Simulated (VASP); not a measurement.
# TaTi (Cmmm) in VASP: single point with LDA

Aim: the single point of TaTi with LDA.

All numbers are computed with VASP 6.6.1; they aren't measurements. Logs are shortened: lines on timing, memory, paths and dates and some standing lists are left out, and cuts for length are marked.

## (1) The cell of the first run

It takes space group Cmmm (No. 65, orthorhombic). The conventional cell has a = 3.266 Å, b = 4.595 Å, c = 4.684 Å, α = 90.00°, β = 90.00°, γ = 90.00°. Within 3.7 Å of Ti (site symmetry mmm) lie 6 Ti at 2.82 to 3.27 Å and 8 Ta at 2.86 to 3.28 Å. Ta (site symmetry mmm) has 6 Ta at 2.82 to 3.27 Å and 8 Ti at 2.86 to 3.28 Å within 3.7 Å.

## (2) Single point, LDA

Contents of INCAR:

```
SYSTEM = TaTi
PREC = Accurate
ENCUT = 520
EDIFF = 1E-6
ISMEAR = -1
SIGMA = 0.1
LREAL = .False.
LASPH = .True.
NELM = 60
ALGO = Normal
ISIF = 2
LWAVE = .False.
LCHARG = .True.
LELF = .True.
LVHAR = .True.
NBANDS = 18
```

Contents of KPOINTS:

```
regular mesh
0
Gamma
  8 8 5
  0 0 0
```

Contents of POSCAR:

```
TaTi
1.0
    1.6328756700     -2.2974926500      0.0000000000
    1.6328756700      2.2974926500      0.0000000000
    0.0000000000      0.0000000000      4.6841286900
Ti Ta
1 1
Direct
    0.5000000000      0.5000000000      0.5000000000
    0.0000000000      0.0000000000      0.0000000000
```

Potentials or basis: VASP PAW LDA potentials, release 64 (Ti_sv, Ta_pv).

On the command line:

```console
$ cat potpaw_LDA.64/Ti_sv/POTCAR potpaw_LDA.64/Ta_pv/POTCAR > POTCAR
$ mpirun -np 1 vasp_std > vasp.out
```

OUTCAR:

```text
SYSTEM = TaTi
   PREC = Accurate
   ENCUT = 520
   EDIFF = 1E-6
   ISMEAR = -1
   LREAL = .False.
   LASPH = .True.
   NELM = 60
   ISIF = 2

 ion  position               nearest neighbor table
   1  0.500  0.500  0.500-   2 2.86   2 2.86   2 2.86   2 2.86
   2  0.000  0.000  0.000-   1 2.86   1 2.86   1 2.86   1 2.86

  LATTYP: Found a base centered orthorhombic cell.
 ALAT       =     3.2657513400
 B/A-ratio  =     1.4070224036
 C/A-ratio  =     1.4343188450

  Lattice vectors:

 A1 = (   1.6328756700,  -2.2974926500,   0.0000000000)
 A2 = (   1.6328756700,   2.2974926500,   0.0000000000)
 A3 = (   0.0000000000,   0.0000000000,   4.6841286900)

Analysis of symmetry for initial positions (statically):
=====================================================================
 Subroutine PRICEL returns:
 Original cell was already a primitive cell.

 Routine SETGRP: Setting up the symmetry group for a
 base centered orthorhombic supercell.

 Subroutine GETGRP returns: Found  8 space group operations
 (whereof  8 operations were pure point group operations)
 out of a pool of  8 trial point group operations.

The static configuration has the point symmetry D_2h.

Analysis of symmetry for dynamics (positions and initial velocities):
=====================================================================
 Subroutine PRICEL returns:
 Original cell was already a primitive cell.

 Routine SETGRP: Setting up the symmetry group for a
 base centered orthorhombic supercell.

 Subroutine GETGRP returns: Found  8 space group operations
 (whereof  8 operations were pure point group operations)
 out of a pool of  8 trial point group operations.

The dynamic configuration has the point symmetry D_2h.

 Subroutine INISYM returns: Found  8 space group operations
 (whereof  8 operations are pure point group operations),
 and found     1 'primitive' translations

----------------------------------------------------------------------------------------

                                     Primitive cell

  volume of cell :      35.1452

  direct lattice vectors                    reciprocal lattice vectors
     1.632875670 -2.297492650  0.000000000     0.306208249 -0.217628553  0.000000000
     1.632875670  2.297492650  0.000000000     0.306208249  0.217628553  0.000000000
     0.000000000  0.000000000  4.684128690     0.000000000  0.000000000  0.213486876

  length of vectors
     2.818644254  2.818644254  4.684128690     0.375666979  0.375666979  0.213486876

  position of ions in fractional coordinates (direct lattice)
     0.500000000  0.500000000  0.500000000
     0.000000000  0.000000000  0.000000000

  ion indices of the primitive-cell ions
   primitive index   ion index
                 1           1
                 2           2

----------------------------------------------------------------------------------------

 KPOINTS: regular mesh

Automatic generation of k-mesh.
 Grid dimensions read from file:
 generate k-points for:    8    8    5

 Generating k-lattice:

  Cartesian coordinates                     Fractional coordinates (reciprocal lattice)
     0.038276031 -0.027203569  0.000000000     0.125000000  0.000000000  0.000000000
     0.038276031  0.027203569  0.000000000     0.000000000  0.125000000  0.000000000
     0.000000000  0.000000000  0.042697375     0.000000000  0.000000000  0.200000000

  Length of vectors
     0.046958372  0.046958372  0.042697375

  Shift w.r.t. Gamma in fractional coordinates (k-lattice)
     0.000000000  0.000000000  0.000000000

 Subroutine IBZKPT returns following result:
 ===========================================

 Found     63 irreducible k-points:

 Following reciprocal coordinates:
            Coordinates               Weight
  0.000000  0.000000  0.000000      1.000000
  0.125000 -0.000000  0.000000      4.000000
  0.250000 -0.000000  0.000000      4.000000
  0.375000 -0.000000  0.000000      4.000000
  0.500000 -0.000000  0.000000      2.000000
  0.125000  0.125000  0.000000      2.000000
[... 16 lines left out ...]
  0.125000 -0.000000  0.200000      8.000000
  0.250000 -0.000000  0.200000      8.000000
 [... further k-points ...]
   k-points           NKPTS =     63   k-points in BZ     NKDIM =     63   number of bands    NBANDS=     18
   number of dos      NEDOS =    301   number of ions     NIONS =      2
   total plane-waves  NPLWV =  20736
   dimension x,y,z NGX =    24 NGY =   24 NGZ =   36
   dimension x,y,z NGXF=    48 NGYF=   48 NGZF=   72
   ions per type =               1   1
   NGX,Y,Z   is equivalent  to a cutoff of  14.16, 14.16, 12.78 a.u.
   NGXF,Y,Z  is equivalent  to a cutoff of  28.31, 28.31, 25.55 a.u.
 SYSTEM =  TaTi
   PREC   = accura    normal or accurate (medium, high low for compatibility)
   ISTART =      0    job   : 0-new  1-cont  2-samecut
   ICHARG =      2    charge: 1-file 2-atom 10-const
   ISPIN  =      1    spin polarized calculation?
   LNONCOLLINEAR =      F non collinear calculations
   LSORBIT =      F    spin-orbit coupling
   LASPH  =      T    aspherical Exc in radial PAW
   ENCUT  =  520.0 eV  38.22 Ry    6.18 a.u.   5.24  5.24  8.71*2*pi/ulx,y,z
   NELM   =     60;   NELMIN=  2; NELMDL= -5     # of ELM steps
   EDIFF  = 0.1E-05   stopping-criterion for ELM
   LREAL  =      F    real-space projection
   EDIFFG = 0.1E-04   stopping-criterion for IOM
   NSW    =      0    number of steps for IOM
   IBRION =     -1    ionic relax: 0-MD 1-quasi-New 2-CG
   NFREE  =      0    steps in history (QN), initial steepest desc. (CG)
   ISIF   =      2    stress and relaxation
   ISYM   =      2    0-nonsym 1-usesym 2-fastsym
   POTIM  = 0.5000    time-step for ionic-motion
   TEBEG  =    0.0;   TEEND  =   0.0 temperature during run
   PSTRESS=    0.0 pullay stress
   NELECT =      23.0000    total number of electrons
   NUPDOWN=      -1.0000    fix difference up-down
   EMIN   =  10.00;   EMAX   =-10.00  energy-range for DOS
   EFERMI =   0.00;   METHOD = LEGACY
   ISMEAR =    -1;   SIGMA  =   0.10  broadening in eV -4-tet -1-fermi 0-gaus
   EFERMI_NEDOS =   21; number of points for ismear=-14 and -15
   IALGO  =     38    algorithm
   IMIX   =      4    mixing-type and parameters
     AMIX     =   0.40;   BMIX     =  1.00
     AMIX_MAG =   1.60;   BMIX_MAG =  1.00
  volume/ion in A,a.u.               =      17.57       118.59
  Fermi-wavevector in a.u.,A,eV,Ry     =   1.421332  2.685927 27.486267  2.020184
  Thomas-Fermi vector in A             =   2.542153
   LORBIT       =      0    0 simple, 1 ext, 2 COOP (PROOUT), +10 PAW based schemes
   GGA     = CA    functional components
   LHFCALC =     F    Hartree Fock is set to
   AEXX    =    0.0000 exact exchange contribution
   IVDW    =     0    specifies the selected vdW correction
   LEPSILON=     F    determine dielectric tensor
   LRPA    =     F    only Hartree local field effects (RPA)
 non-spin polarized calculation
  energy-cutoff  :      520.00
  volume of cell :       35.15
 maximum number of plane-waves:       958
 NGX is ok and might be reduce to    24
   NGX = 11   NGY = 11   NGZ = 17

 number of electron      22.9999997 magnetization

 Free energy of the ion-electron system (eV)
  ---------------------------------------------------
  ext. energy  EPLUGINS =         0.00000000
  ---------------------------------------------------
  free energy    TOTEN  =       -21.29124148 eV

  energy without entropy =      -21.17537470  energy(sigma->0) =      -21.23330809

 E-fermi :   6.6716     XC(G=0): -12.3385

 val. band max:        6.6667284182   @ k =   0.2500   0.2500   0.4000
 cond. band min:       6.6790626464   @ k =  -0.2500   0.1250   0.4000
 fundamental gap:      0.0123342282
 Fermi energy:         6.6716276081

 k-point     1 :       0.0000    0.0000    0.0000
  band No.  band energies     occupation
      1     -49.0720      2.00000
      2     -27.0451      2.00000
      3     -26.4248      2.00000
      4     -26.1789      2.00000
      5     -25.5417      2.00000
      6     -25.4559      2.00000
[... 10 lines left out ...]
     17      10.6002      0.00000
     18      11.3163      0.00000

 k-point     2 :       0.1250   -0.0000    0.0000
  band No.  band energies     occupation
      1     -49.0617      2.00000
      2     -27.0093      2.00000
      3     -26.5161      2.00000
      4     -26.2434      2.00000
      5     -25.5524      2.00000
      6     -25.5147      2.00000
[... 10 lines left out ...]
     17      10.4987      0.00000
     18      11.3028      0.00000

 k-point     3 :       0.2500   -0.0000    0.0000
  band No.  band energies     occupation
      1     -49.0365      2.00000
      2     -26.9190      2.00000
      3     -26.8272      2.00000
      4     -26.2965      2.00000
      5     -25.6959      2.00000
      6     -25.5818      2.00000
[... 10 lines left out ...]
     17      10.7584      0.00000
     18      11.0236      0.00000

 k-point     4 :       0.3750   -0.0000    0.0000
  band No.  band energies     occupation
      1     -49.0112      2.00000
      2     -27.1566      2.00000
      3     -26.8218      2.00000
      4     -26.3142      2.00000
      5     -25.8799      2.00000
      6     -25.6176      2.00000
[... 375 lines left out ...]
      4     -26.1788      2.00000
      5     -25.5951      2.00000
      6     -25.4632      2.00000
[... 10 lines left out ...]
     17      10.4798      0.00000
     18      11.2329      0.00000

 k-point    23 :       0.1250   -0.0000    0.2000
  band No.  band energies     occupation
      1     -49.0618      2.00000
      2     -26.9747      2.00000
      3     -26.5156      2.00000
      4     -26.2428      2.00000
      5     -25.6019      2.00000
      6     -25.5078      2.00000
[... 10 lines left out ...]
     17      10.4055      0.00000
     18      11.1620      0.00000

 k-point    24 :       0.2500   -0.0000    0.2000
  band No.  band energies     occupation
      1     -49.0366      2.00000
      2     -26.9181      2.00000
      3     -26.8262      2.00000
      4     -26.2968      2.00000
      5     -25.6974      2.00000
      6     -25.5847      2.00000
[... 10 lines left out ...]
     17      10.6166      0.00000
     18      11.0053      0.00000

 [... further k-points ...]
[... 5 lines left out ...]
  --------------------------------------------------------------------------------------
  -------------------------------------------------------------------------------------
  Total       -1.9187038     -1.8643687     -2.1193531      0.0000000      0.0000000      0.0000000
  in kB      -87.4686582    -84.9916622    -96.6157313      0.0000000      0.0000000      0.0000000
  external PRESSURE =     -89.6920172 kB  Pullay stress =       0.0000000 kB

 VOLUME and BASIS-vectors are now :
 -----------------------------------------------------------------------------
  energy-cutoff  :      520.00
  volume of cell :       35.15
      direct lattice vectors                 reciprocal lattice vectors
     1.632875670 -2.297492650  0.000000000     0.306208249 -0.217628553  0.000000000
     1.632875670  2.297492650  0.000000000     0.306208249  0.217628553  0.000000000
     0.000000000  0.000000000  4.684128690     0.000000000  0.000000000  0.213486876

 POSITION                                       TOTAL-FORCE (eV/Angst)
 -----------------------------------------------------------------------------------
      1.63288      0.00000      2.34206         0.000000      0.000000      0.000000
      0.00000      0.00000      0.00000         0.000000     -0.000000      0.000000
 -----------------------------------------------------------------------------------
    total drift:                                0.000000      0.000000     -0.000000

  FREE ENERGIE OF THE ION-ELECTRON SYSTEM (eV)
  ---------------------------------------------------
  free  energy   TOTEN  =       -21.2912414846 eV

  energy  without entropy=      -21.1753746991  energy(sigma->0) =      -21.23330809
```

It took 78 s on 1 thread of AMD EPYC 7R13, shared host; peak memory 0.14 GiB.

What came out:

```yaml
Free_energy: -21.2912 eV
Pressure: -9.0 GPa
```

Caveat: spin-orbit coupling is left out, which moves the levels of the heavy elements.
